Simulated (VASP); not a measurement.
# Ge (Cmce) in VASP: a series of runs, part 2 of 2

VASP 6.6.1. Earlier steps stand in the parts before.

## 3. Single point, PBE

This run uses another cell than the first one, of 23.89 Å³/atom.

INCAR reads:

```
PREC = Accurate
ENCUT = 520
EDIFF = 1E-7
ISMEAR = 0
SIGMA = 0.1
LREAL = False
LASPH = True
NELM = 60
ALGO = Normal
ISIF = 2
LWAVE = False
LCHARG = False
GGA = PE
NBANDS = 36
```

KPOINTS reads:

```
Automatic mesh
0
Gamma
  6 6 4
```

POSCAR reads:

```
Ge
1.0
    1.7853927867     -5.6636327071      0.0000000000
    1.7853927867      5.6636327071      0.0000000000
    0.0000000000      0.0000000000      4.7250878585
Ge
4
Direct
    0.0980000000      0.9020000000      0.9100000000
    0.5980000000      0.4020000000      0.5900000000
    0.9020000000      0.0980000000      0.0900000000
    0.4020000000      0.5980000000      0.4100000000
```

Potentials or basis: VASP PAW PBE potentials, release 64 (Ge_d).

Command:

```console
cat potpaw_PBE.64/Ge_d/POTCAR > POTCAR
mpirun -np 1 vasp_std > vasp.out
```

OUTCAR:

```text
PREC = Accurate
   ENCUT = 520
   EDIFF = 1E-7
   ISMEAR = 0
   LREAL = False
   LASPH = True
   NELM = 60
   ISIF = 2
   GGA = PE

 ion  position               nearest neighbor table
   1  0.098  0.902  0.910-   2 2.34   2 2.34   3 2.38
   2  0.598  0.402  0.590-   1 2.34   1 2.34   4 2.38
   3  0.902  0.098  0.090-   4 2.34   4 2.34   1 2.38
   4  0.402  0.598  0.410-   3 2.34   3 2.34   2 2.38

  LATTYP: Found a base centered orthorhombic cell.
 ALAT       =     3.5707855734
 B/A-ratio  =     3.1722054381
 C/A-ratio  =     1.3232628399

  Lattice vectors:

 A1 = (   1.7853927867,  -5.6636327071,   0.0000000000)
 A2 = (   1.7853927867,   5.6636327071,   0.0000000000)
 A3 = (   0.0000000000,   0.0000000000,   4.7250878585)

Analysis of symmetry for initial positions (statically):
=====================================================================
 Subroutine PRICEL returns:
 Original cell was already a primitive cell.

 Routine SETGRP: Setting up the symmetry group for a
 base centered orthorhombic supercell.

 Subroutine GETGRP returns: Found  8 space group operations
 (whereof  4 operations were pure point group operations)
 out of a pool of  8 trial point group operations.

The static configuration has the point symmetry C_2h.
 The point group associated with its full space group is D_2h.

Analysis of symmetry for dynamics (positions and initial velocities):
=====================================================================
 Subroutine PRICEL returns:
 Original cell was already a primitive cell.

 Routine SETGRP: Setting up the symmetry group for a
 base centered orthorhombic supercell.

 Subroutine GETGRP returns: Found  8 space group operations
 (whereof  4 operations were pure point group operations)
[... 123 lines left out ...]
   EFERMI_NEDOS =   21; number of points for ismear=-14 and -15
   IALGO  =     38    algorithm
   IMIX   =      4    mixing-type and parameters
     AMIX     =   0.40;   BMIX     =  1.00
     AMIX_MAG =   1.60;   BMIX_MAG =  1.00
  volume/ion in A,a.u.               =      23.89       161.21
  Fermi-wavevector in a.u.,A,eV,Ry     =   1.369981  2.588889 25.536072  1.876848
  Thomas-Fermi vector in A             =   2.495808
   LORBIT       =      0    0 simple, 1 ext, 2 COOP (PROOUT), +10 PAW based schemes
   GGA     = PE    functional components
   LHFCALC =     F    Hartree Fock is set to
   AEXX    =    0.0000 exact exchange contribution
   IVDW    =     0    specifies the selected vdW correction
   LEPSILON=     F    determine dielectric tensor
   LRPA    =     F    only Hartree local field effects (RPA)
 non-spin polarized calculation
 Gauss-broadening in eV      SIGMA  =   0.10
  energy-cutoff  :      520.00
  volume of cell :       95.56
 maximum number of plane-waves:      2606
 NGX is ok and might be reduce to    48
   NGX = 23   NGY = 23   NGZ = 17

 number of electron      55.9999974 magnetization

 Free energy of the ion-electron system (eV)
  ---------------------------------------------------
  ext. energy  EPLUGINS =         0.00000000
  ---------------------------------------------------
  free energy    TOTEN  =       -15.07988035 eV

  energy without entropy =      -15.06312190  energy(sigma->0) =      -15.07150113

 E-fermi :   3.9533     XC(G=0):  -9.7586

 val. band max:        3.9485216865   @ k =   0.3333  -0.0000   0.5000
 cond. band min:       3.9747233575   @ k =  -0.1667   0.1667   0.5000
 fundamental gap:      0.0262016710
 Fermi energy:         3.9533336664

 k-point     1 :       0.0000    0.0000    0.0000
  band No.  band energies     occupation
      1     -20.5645      2.00000
      2     -20.5578      2.00000
      3     -20.5460      2.00000
      4     -20.4553      2.00000
      5     -20.4229      2.00000
      6     -20.4220      2.00000
[... 925 lines left out ...]
     35      10.1099      0.00000
     36      10.5698      0.00000

 [... further k-points ...]

------------------------ aborting loop because EDIFF is reached ----------------------------------------

  FORCE on cell =-STRESS in cart. coord.  units (eV):
  Direction    XX          YY          ZZ          XY          YZ          ZX
  --------------------------------------------------------------------------------------
  -------------------------------------------------------------------------------------
  Total        9.5897257      1.5496330      6.1472630      0.0000000     -0.0000000      0.0000000
  in kB      160.7859238     25.9818872    103.0679497      0.0000000     -0.0000000      0.0000000
  external PRESSURE =      96.6119202 kB  Pullay stress =       0.0000000 kB

 VOLUME and BASIS-vectors are now :
 -----------------------------------------------------------------------------
  energy-cutoff  :      520.00
  volume of cell :       95.56
      direct lattice vectors                 reciprocal lattice vectors
     1.785392787 -5.663632707  0.000000000     0.280050420 -0.088282561  0.000000000
     1.785392787  5.663632707  0.000000000     0.280050420  0.088282561  0.000000000
     0.000000000  0.000000000  4.725087859     0.000000000  0.000000000  0.211636276

 POSITION                                       TOTAL-FORCE (eV/Angst)
 -----------------------------------------------------------------------------------
      1.78539      4.55356      4.29983         0.000000     -0.765901      1.284306
      1.78539     -1.11007      2.78780         0.000000     -0.765901     -1.284306
      1.78539     -4.55356      0.42526         0.000000      0.765901     -1.284306
      1.78539      1.11007      1.93729         0.000000      0.765901      1.284306
 -----------------------------------------------------------------------------------
    total drift:                                0.000000      0.000000      0.000000

  FREE ENERGIE OF THE ION-ELECTRON SYSTEM (eV)
  ---------------------------------------------------
  free  energy   TOTEN  =       -15.0798803526 eV

  energy  without entropy=      -15.0631219004  energy(sigma->0) =      -15.07150113
```

OSZICAR:

```text
N       E                     dE             d eps       ncg     rms          rms(c)
DAV:   1     0.508688136245E+03    0.50869E+03   -0.28292E+04  3180   0.421E+03
DAV:   2     0.729877489641E+02   -0.43570E+03   -0.42503E+03  2808   0.824E+02
DAV:   3    -0.103600054864E+02   -0.83348E+02   -0.82215E+02  3056   0.208E+02
DAV:   4    -0.153059802939E+02   -0.49460E+01   -0.49275E+01  3308   0.586E+01
DAV:   5    -0.154061781256E+02   -0.10020E+00   -0.10017E+00  3128   0.942E+00    0.433E+00
DAV:   6    -0.151398621284E+02    0.26632E+00   -0.27527E-01  3860   0.361E+00    0.245E+00
DAV:   7    -0.150805883104E+02    0.59274E-01   -0.27153E-01  3980   0.350E+00    0.469E-01
DAV:   8    -0.150813503947E+02   -0.76208E-03   -0.78041E-02  2992   0.214E+00    0.342E-01
DAV:   9    -0.150798084354E+02    0.15420E-02   -0.77039E-03  3660   0.813E-01    0.105E-01
DAV:  10    -0.150799191648E+02   -0.11073E-03   -0.14888E-03  3520   0.342E-01    0.687E-02
DAV:  11    -0.150799169327E+02    0.22321E-05   -0.48700E-04  3552   0.143E-01    0.317E-02
DAV:  12    -0.150798820162E+02    0.34917E-04   -0.11220E-04  3412   0.133E-01    0.919E-03
DAV:  13    -0.150798807906E+02    0.12255E-05   -0.14347E-05  3344   0.326E-02    0.422E-03
DAV:  14    -0.150798807067E+02    0.83895E-07   -0.20581E-06  3600   0.165E-02    0.366E-03
DAV:  15    -0.150798803750E+02    0.33178E-06   -0.14646E-06  3096   0.984E-03    0.534E-04
DAV:  16    -0.150798803526E+02    0.22397E-07   -0.38134E-07  2360   0.524E-03
   1 F= -.15079880E+02 E0= -.15071501E+02  d E =-.167585E-01
```

stdout:

```text
POSCAR found type information on POSCAR Ge
 POSCAR found :  1 types and       4 ions
 scaLAPACK will be used
 LDA part: xc-table for (Slater+PW92), standard interpolation
 POSCAR, INCAR and KPOINTS ok, starting setup
 FFT: planning ... GRIDC
 FFT: planning ... GRID_SOFT
 FFT: planning ... GRID
 WAVECAR not read
 entering main loop
```

Run time: 3 min. Hardware: 1 thread of Intel Xeon Platinum 8259CL at 2.50GHz (Skylake/Cascade Lake), shared host; peak memory 0.3 GiB.

What came out:

```yaml
Free_energy: -15.0799 eV
Pressure: 9.7 GPa
Largest_force: 1.495 eV/Å
Band_gap_on_the_k_mesh: zero (bands 28 and 29 overlap by 1.52 eV)
```

Forces on the atoms (eV/Å):
```
Ge   0.000 -0.766  1.284
Ge   0.000 -0.766 -1.284
Ge   0.000  0.766 -1.284
Ge   0.000  0.766  1.284
```

Caveat: the stress differs along the axes, from 3 to 16 GPa; forces of over 1 eV/Å act on the atoms, so gaps and moduli don't describe the material at rest.

## 4. Relaxation of cell and atoms, PBE

This run uses another cell than the first one, of 23.89 Å³/atom.

INCAR reads:

```
SYSTEM = Ge
  PREC = Accurate
  ENCUT = 600
  EDIFF = 1E-6
  ISMEAR = 0
  SIGMA = 0.1
  LREAL = .FALSE.
  LASPH = .TRUE.
  NELM = 60
  ALGO = Normal
  ISIF = 3
  LWAVE = .FALSE.
  LCHARG = .FALSE.
  GGA = PE
  IBRION = 2
  NSW = 90
  EDIFFG = -0.04
```

KPOINTS reads:

```
Automatic mesh
0
G
  6 6 4
  0 0 0
```

POSCAR is that of step 3.

Command:

```console
cat potpaw_PBE.64/Ge_d/POTCAR > POTCAR
mpirun -np 1 vasp_std > vasp.out
```

It took 55 min on 1 thread of Intel Xeon Platinum 8259CL at 2.50GHz (Skylake/Cascade Lake), shared host; peak memory 0.38 GiB.

It converged, with:

| Property | Result |
| --- | --- |
| Free energy | -16.9647 eV |
| Relaxed volume | 21.35 Å³/atom |
| Relaxed cell | a = 4.916 Å, b = 4.916 Å, c = 4.007 Å, α = 90.00°, β = 90.00°, γ = 118.13° |
| Space group after relaxing (to 0.1 Å) | Cmce (No. 64) |
| Energy gained by relaxing | 471.1 meV/atom |
| Ionic steps | 32 |
| Pressure after relaxing | 0.1 GPa |
| Largest force after relaxing | 0.039 eV/Å |
| Band gap on the k mesh | zero (bands 28 and 29 overlap by 1.48 eV) |

Forces on the atoms (eV/Å):
```
Ge   0.000 -0.026  0.029
Ge   0.000 -0.026 -0.029
Ge   0.000  0.026 -0.029
Ge   0.000  0.026  0.029
```

Stress tensor (GPa, compression positive):
```
0.12 0.00 0.00
0.00 0.09 0.00
0.00 0.00 0.22
```

The path:
```
step  energy change (eV)  largest force (eV/Å)  pressure (GPa)  volume (Å³)
   1              0.0000                1.4939            9.71        95.56
   2             -0.4091                0.7722           -3.54       116.78
   3             -0.5571                0.4740           -0.33       108.23
   4             -0.6083                0.2971           -0.64       108.10
   5             -0.6613                0.1286           -1.22       107.83
   6             -0.7530                0.1190           -2.17       107.11
   7             -0.7363                0.6459           -3.43       104.94
   8             -0.7815                0.3406           -2.66       106.29
   9             -0.8179                0.3902           -2.54       104.77
  10             -0.9134                0.5315           -1.89       100.19
  11             -1.1331                0.8334            0.19        91.00
  12             -1.0683                1.0523           14.95        72.64
  13             -1.2523                1.1559            4.21        82.98
  14             -1.2634                1.2194            8.72        77.80
  15             -1.2795                1.1628            8.88        77.35
  16             -1.3048                1.0192           10.20        75.97
  17             -1.2494                0.5690           13.48        73.16
  18             -1.3002                0.9667           10.94        75.36
  19             -1.3390                0.9140           10.37        75.68
  20             -1.4461                0.7691            8.83        76.64
  21             -1.6197                0.4852            6.39        78.58
  22             -1.8036                0.0468            2.73        82.52
  23             -1.8235                0.1792            1.40        84.34
  24             -1.8363                0.1329            1.18        84.61
  25             -1.8623                0.0209            0.47        85.39
  26             -1.8610                0.2131           -0.93        86.93
  27             -1.8702                0.1132           -0.35        86.16
  28             -1.8759                0.0991           -0.24        86.01
  29             -1.8841                0.0549           -0.06        85.54
  30             -1.8842                0.0524           -0.13        85.52
  31             -1.8841                0.0508           -0.10        85.50
  32             -1.8845                0.0388            0.15        85.39
```

Final structure:
```xyz
4
Lattice="2.5270 -4.2162 0.0000 2.5270 4.2162 0.0000 0.0000 0.0000 4.0071" Properties=species:S:1:pos:R:3 pbc="T T T"
Ge    2.5270    2.9630    3.4920
Ge    2.5270   -1.2532    2.5186
Ge    2.5270   -2.9630    0.5151
Ge    2.5270    1.2532    1.4885
```

Levels at points of the mesh, in eV from the Fermi level:
```
           k point  band 26  band 27  band 28  band 29  band 30  band 31
(0.00, 0.00, 0.00)    -3.11    -1.88    -1.08    -0.52     3.49     4.25
(0.50, 0.00, 0.00)    -1.59     0.23     0.23     1.20     1.20     3.26
(0.50, 0.50, 0.00)    -1.35    -0.42     0.02     0.53     0.76     2.87
(0.00, 0.00, 0.50)    -2.29    -2.10    -2.10    -0.64    -0.64     1.48
(0.50, 0.00, 0.50)    -3.09    -1.96    -1.96     3.43     3.43     3.43
(0.50, 0.50, 0.50)    -3.81    -2.89    -2.89     2.98     2.98     4.40
```

Caveat: a cell axis changed by over 15 % at a fixed basis, so the end point is rough.

## 5. Overview

```tsv
task	cell	cutoff (eV)	gap on the mesh (eV)	pressure (GPa)	largest force (eV/Å)
single point	a = 4.933, b = 4.933, c = 4.040 Å, angles 90.0, 90.0, 118.4°, 4 atoms, atomic positions A	520	none	-0.2	0.01
single point	a = 5.938, b = 5.938, c = 4.725 Å, angles 90.0, 90.0, 145.0°, 4 atoms, atomic positions B	520	none	9.7	1.50
relaxation of cell and atoms	relaxed from a = 5.938, b = 5.938, c = 4.725 Å, angles 90.0, 90.0, 145.0°, 4 atoms, atomic positions B	600	none	0.1	0.04
```

Alike in all rows: level PBE; potentials or basis VASP PAW PBE potentials, release 64 (Ge_d); no spin polarisation; k mesh 6 × 6 × 4; smearing gaussian 0.1 eV.

Caveats: some runs use coarse meshes; the stress differs along the axes, from 3 to 16 GPa (at least some runs); forces of over 1 eV/Å act on the atoms, so gaps and moduli don't describe the material at rest (at least some runs); a cell axis changed by over 15 % at a fixed basis, so the end point is rough (at least some runs).

Total energies depend on the potentials used, so only differences within one code and one set of settings carry meaning.

The gap in the log of VASP goes by the Fermi energy; the results here count the filled bands.